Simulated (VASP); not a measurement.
# Pt (Fd-3m) in VASP: single point with PBE

Aim: the single point of Pt with PBE.

Everything below comes from runs of VASP 6.6.1. Logs are shortened: lines on timing, memory, paths and dates and some standing lists are left out, and cuts for length are marked.

## 1. The cell of the first run

Symmetry: Fd-3m, No. 227, cubic system. Conventional cell: a = 4.620 Å, b = 4.620 Å, c = 4.620 Å, α = 90.00°, β = 90.00°, γ = 90.00°. Pt (site symmetry -43m) has 4 Pt at 2.00 Å within 2.7 Å.

This isn't the form of Pt at room conditions, which is fcc.

## 2. Single point, PBE

Input file INCAR:

```
SYSTEM = Pt
ALGO = Normal ; EDIFF = 1E-6
ENCUT = 570 ; GGA = PE
GGA_COMPAT = .FALSE. ; ISIF = 2
ISMEAR = -1 ; LASPH = .TRUE.
LCHARG = .FALSE. ; LREAL = .FALSE.
LWAVE = .FALSE. ; NBANDS = 25
NELM = 120 ; PREC = Accurate
SIGMA = 0.08
```

Input file KPOINTS:

```
k-points
0
G
  14 14 14
  0 0 0
```

Input file POSCAR:

```
Pt
1.0
    0.0000000000      2.3098266922      2.3098266922
    2.3098266922      0.0000000000      2.3098266922
    2.3098266922      2.3098266922      0.0000000000
Pt
2
Direct
   -0.1250000000     -0.1250000000     -0.1250000000
    0.1250000000      0.1250000000      0.1250000000
```

Potentials or basis: VASP PAW PBE potentials, release 64 (Pt_sv_GW).

On the command line:

```console
> cat potpaw_PBE.64/Pt_sv_GW/POTCAR > POTCAR
> mpirun -np 1 vasp_std > vasp.out
```

OUTCAR:

```text
SYSTEM = Pt
   EDIFF = 1E-6
   ENCUT = 570
   GGA = PE
   ISIF = 2
   ISMEAR = -1
   LASPH = .TRUE.
   LREAL = .FALSE.
   NELM = 120
   PREC = Accurate

 ion  position               nearest neighbor table
   1  0.875  0.875  0.875-   2 2.00   2 2.00   2 2.00   2 2.00
   2  0.125  0.125  0.125-   1 2.00   1 2.00   1 2.00   1 2.00

  LATTYP: Found a face centered cubic cell.
 ALAT       =     4.6196533844

  Lattice vectors:

 A1 = (   0.0000000000,   2.3098266922,   2.3098266922)
 A2 = (   2.3098266922,   0.0000000000,   2.3098266922)
 A3 = (   2.3098266922,   2.3098266922,   0.0000000000)

Analysis of symmetry for initial positions (statically):
=====================================================================
 Subroutine PRICEL returns:
 Original cell was already a primitive cell.

 Routine SETGRP: Setting up the symmetry group for a
 face centered cubic supercell.

 Subroutine GETGRP returns: Found 48 space group operations
 (whereof 12 operations were pure point group operations)
 out of a pool of 48 trial point group operations.

The static configuration has the point symmetry D_3d.
 The point group associated with its full space group is O_h .

Analysis of symmetry for dynamics (positions and initial velocities):
=====================================================================
 Subroutine PRICEL returns:
 Original cell was already a primitive cell.

 Routine SETGRP: Setting up the symmetry group for a
 face centered cubic supercell.

 Subroutine GETGRP returns: Found 48 space group operations
 (whereof 12 operations were pure point group operations)
 out of a pool of 48 trial point group operations.

The dynamic configuration has the point symmetry D_3d.
 The point group associated with its full space group is O_h .

 Subroutine INISYM returns: Found 48 space group operations
 (whereof 12 operations are pure point group operations),
 and found     1 'primitive' translations

----------------------------------------------------------------------------------------

                                     Primitive cell

  volume of cell :      24.6472

  direct lattice vectors                    reciprocal lattice vectors
     0.000000000  2.309826692  2.309826692    -0.216466457  0.216466457  0.216466457
     2.309826692  0.000000000  2.309826692     0.216466457 -0.216466457  0.216466457
     2.309826692  2.309826692  0.000000000     0.216466457  0.216466457 -0.216466457

  length of vectors
     3.266588235  3.266588235  3.266588235     0.374930901  0.374930901  0.374930901

  position of ions in fractional coordinates (direct lattice)
     0.875000000  0.875000000  0.875000000
     0.125000000  0.125000000  0.125000000

  ion indices of the primitive-cell ions
   primitive index   ion index
                 1           1
                 2           2

----------------------------------------------------------------------------------------

 KPOINTS: k-points

Automatic generation of k-mesh.
 Grid dimensions read from file:
 generate k-points for:   14   14   14

 Generating k-lattice:

  Cartesian coordinates                     Fractional coordinates (reciprocal lattice)
    -0.015461890  0.015461890  0.015461890     0.071428571  0.000000000  0.000000000
     0.015461890 -0.015461890  0.015461890     0.000000000  0.071428571  0.000000000
     0.015461890  0.015461890 -0.015461890     0.000000000  0.000000000  0.071428571

  Length of vectors
     0.026780779  0.026780779  0.026780779

  Shift w.r.t. Gamma in fractional coordinates (k-lattice)
     0.000000000  0.000000000  0.000000000

 Subroutine IBZKPT returns following result:
 ===========================================

 Found    104 irreducible k-points:

 Following reciprocal coordinates:
            Coordinates               Weight
  0.000000  0.000000  0.000000      1.000000
  0.071429  0.000000  0.000000      8.000000
  0.142857  0.000000  0.000000      8.000000
  0.214286  0.000000  0.000000      8.000000
  0.285714  0.000000  0.000000      8.000000
  0.357143  0.000000  0.000000      8.000000
[... 16 lines left out ...]
  0.214286  0.142857  0.000000     24.000000
  0.285714  0.142857  0.000000     24.000000
 [... further k-points ...]
   k-points           NKPTS =    104   k-points in BZ     NKDIM =    104   number of bands    NBANDS=     25
   number of dos      NEDOS =    301   number of ions     NIONS =      2
   total plane-waves  NPLWV =  21952
   dimension x,y,z NGX =    28 NGY =   28 NGZ =   28
   dimension x,y,z NGXF=    56 NGYF=   56 NGZF=   56
   ions per type =               2
   NGX,Y,Z   is equivalent  to a cutoff of  14.25, 14.25, 14.25 a.u.
   NGXF,Y,Z  is equivalent  to a cutoff of  28.50, 28.50, 28.50 a.u.
 SYSTEM =  Pt
   PREC   = accura    normal or accurate (medium, high low for compatibility)
   ISTART =      0    job   : 0-new  1-cont  2-samecut
   ICHARG =      2    charge: 1-file 2-atom 10-const
   ISPIN  =      1    spin polarized calculation?
   LNONCOLLINEAR =      F non collinear calculations
   LSORBIT =      F    spin-orbit coupling
   LASPH  =      T    aspherical Exc in radial PAW
   ENCUT  =  570.0 eV  41.89 Ry    6.47 a.u.   6.36  6.36  6.36*2*pi/ulx,y,z
   NELM   =    120;   NELMIN=  2; NELMDL= -5     # of ELM steps
   EDIFF  = 0.1E-05   stopping-criterion for ELM
   LREAL  =      F    real-space projection
   EDIFFG = 0.1E-04   stopping-criterion for IOM
   NSW    =      0    number of steps for IOM
   IBRION =     -1    ionic relax: 0-MD 1-quasi-New 2-CG
   NFREE  =      0    steps in history (QN), initial steepest desc. (CG)
   ISIF   =      2    stress and relaxation
   ISYM   =      2    0-nonsym 1-usesym 2-fastsym
   POTIM  = 0.5000    time-step for ionic-motion
   TEBEG  =    0.0;   TEEND  =   0.0 temperature during run
   PSTRESS=    0.0 pullay stress
   NELECT =      36.0000    total number of electrons
   NUPDOWN=      -1.0000    fix difference up-down
   EMIN   =  10.00;   EMAX   =-10.00  energy-range for DOS
   EFERMI =   0.00;   METHOD = LEGACY
   ISMEAR =    -1;   SIGMA  =   0.08  broadening in eV -4-tet -1-fermi 0-gaus
   EFERMI_NEDOS =   21; number of points for ismear=-14 and -15
   IALGO  =     38    algorithm
   IMIX   =      4    mixing-type and parameters
     AMIX     =   0.40;   BMIX     =  1.00
     AMIX_MAG =   1.60;   BMIX_MAG =  1.00
  volume/ion in A,a.u.               =      12.32        83.16
  Fermi-wavevector in a.u.,A,eV,Ry     =   1.857461  3.510092 46.942274  3.450160
  Thomas-Fermi vector in A             =   2.906121
   LORBIT       =      0    0 simple, 1 ext, 2 COOP (PROOUT), +10 PAW based schemes
   GGA     = PE    functional components
   LHFCALC =     F    Hartree Fock is set to
   AEXX    =    0.0000 exact exchange contribution
   IVDW    =     0    specifies the selected vdW correction
   LEPSILON=     F    determine dielectric tensor
   LRPA    =     F    only Hartree local field effects (RPA)
 non-spin polarized calculation
  energy-cutoff  :      570.00
  volume of cell :       24.65
 maximum number of plane-waves:       778
 NGX is ok and might be reduce to    28
   NGX = 13   NGY = 13   NGZ = 13

 number of electron      36.0000000 magnetization

 Free energy of the ion-electron system (eV)
  ---------------------------------------------------
  ext. energy  EPLUGINS =         0.00000000
  ---------------------------------------------------
  free energy    TOTEN  =         6.26415686 eV

  energy without entropy =        6.29072682  energy(sigma->0) =        6.27744184

 E-fermi :  16.4497     XC(G=0): -15.0367

 val. band max:       16.4494706503   @ k =   0.5000   0.1429   0.0714
 cond. band min:      16.4992110603   @ k =  -0.2857   0.4286   0.2143
 fundamental gap:      0.0497404100
 Fermi energy:        16.4496805983

 k-point     1 :       0.0000    0.0000    0.0000
  band No.  band energies     occupation
      1     -86.1966      2.00000
      2     -84.8814      2.00000
      3     -41.3968      2.00000
      4     -41.3968      2.00000
      5     -41.3968      2.00000
      6     -38.8103      2.00000
[... 17 lines left out ...]
     24      29.3482      0.00000
     25      36.3648      0.00000

 k-point     2 :       0.0714    0.0000    0.0000
  band No.  band energies     occupation
      1     -86.1842      2.00000
      2     -84.8943      2.00000
      3     -41.4129      2.00000
      4     -41.4129      2.00000
      5     -41.3949      2.00000
      6     -38.8104      2.00000
[... 17 lines left out ...]
     24      29.9456      0.00000
     25      34.0806      0.00000

 k-point     3 :       0.1429    0.0000    0.0000
  band No.  band energies     occupation
      1     -86.1496      2.00000
      2     -84.9322      2.00000
      3     -41.4572      2.00000
      4     -41.4572      2.00000
      5     -41.3902      2.00000
      6     -38.8116      2.00000
[... 17 lines left out ...]
     24      31.2899      0.00000
     25      32.6277      0.00000

 k-point     4 :       0.2143    0.0000    0.0000
  band No.  band energies     occupation
      1     -86.0952      2.00000
      2     -84.9900      2.00000
      3     -41.5182      2.00000
      4     -41.5182      2.00000
      5     -41.3830      2.00000
      6     -38.8109      2.00000
[... 17 lines left out ...]
     24      32.5072      0.00000
     25      32.7327      0.00000
[... 477 lines left out ...]
 k-point    22 :       0.1429    0.1429    0.0000
  band No.  band energies     occupation
      1     -86.1334      2.00000
      2     -84.9497      2.00000
      3     -41.5273      2.00000
      4     -41.5273      2.00000
      5     -41.2703      2.00000
      6     -38.9451      2.00000
[... 17 lines left out ...]
     24      31.7810      0.00000
     25      32.1473      0.00000

 k-point    23 :       0.2143    0.1429    0.0000
  band No.  band energies     occupation
      1     -86.0917      2.00000
      2     -84.9935      2.00000
      3     -41.5909      2.00000
      4     -41.5900      2.00000
      5     -41.2114      2.00000
      6     -39.0031      2.00000
[... 17 lines left out ...]
     24      31.2768      0.00000
     25      31.8508      0.00000

 k-point    24 :       0.2857    0.1429    0.0000
  band No.  band energies     occupation
      1     -86.0323      2.00000
      2     -85.0557      2.00000
      3     -41.6654      2.00000
      4     -41.6533      2.00000
      5     -41.1591      2.00000
      6     -39.0484      2.00000
[... 17 lines left out ...]
     24      30.2082      0.00000
     25      32.1095      0.00000

 [... further k-points ...]
[... 5 lines left out ...]
  --------------------------------------------------------------------------------------
  -------------------------------------------------------------------------------------
  Total       65.2089189     65.2089189     65.2089189     -0.0000000      0.0000000     -0.0000000
  in kB     4238.8631889   4238.8631889   4238.8631889     -0.0000000      0.0000000     -0.0000000
  external PRESSURE =    4238.8631889 kB  Pullay stress =       0.0000000 kB

 VOLUME and BASIS-vectors are now :
 -----------------------------------------------------------------------------
  energy-cutoff  :      570.00
  volume of cell :       24.65
      direct lattice vectors                 reciprocal lattice vectors
     0.000000000  2.309826692  2.309826692    -0.216466457  0.216466457  0.216466457
     2.309826692  0.000000000  2.309826692     0.216466457 -0.216466457  0.216466457
     2.309826692  2.309826692  0.000000000     0.216466457  0.216466457 -0.216466457

 POSITION                                       TOTAL-FORCE (eV/Angst)
 -----------------------------------------------------------------------------------
      4.04220      4.04220      4.04220         0.000000     -0.000000      0.000000
      0.57746      0.57746      0.57746        -0.000000      0.000000     -0.000000
 -----------------------------------------------------------------------------------
    total drift:                                0.000000     -0.000000     -0.000000

  FREE ENERGIE OF THE ION-ELECTRON SYSTEM (eV)
  ---------------------------------------------------
  free  energy   TOTEN  =         6.2641568552 eV

  energy  without entropy=        6.2907268160  energy(sigma->0) =        6.27744184
```

Wall time 45 s (1 thread of Intel Xeon Platinum 8488C (Sapphire Rapids), shared host); peak memory 0.2 GiB.

Results:

```
Free energy            : 6.2642 eV
Pressure               : 423.9 GPa
Band gap on the k mesh : zero (bands 18 and 19 overlap by 1.38 eV)
```

Levels at points of the mesh, in eV from the Fermi level:
| k point | band 14 | band 15 | band 16 | band 17 | band 18 | band 19 | band 20 | band 21 | band 22 | band 23 |
| --- | --- | --- | --- | --- | --- | --- | --- | --- | --- | --- |
| (0.00, 0.00, 0.00) | -9.72 | -4.59 | -4.59 | -4.59 | 0.43 | 0.43 | 11.25 | 12.32 | 12.32 | 12.32 |
| (0.50, 0.00, 0.00) | -10.06 | -4.62 | -3.15 | -3.15 | -0.83 | -0.83 | 1.07 | 9.09 | 12.77 | 12.77 |
| (0.50, 0.50, 0.00) | -6.81 | -6.33 | -6.33 | -0.31 | -0.31 | 1.74 | 1.74 | 3.69 | 3.69 | 12.64 |

Caveat: the cell stands under pressure; spin-orbit coupling is left out, which moves the levels of the heavy elements.

The gap in the log of VASP goes by the Fermi energy; the results here count the filled bands.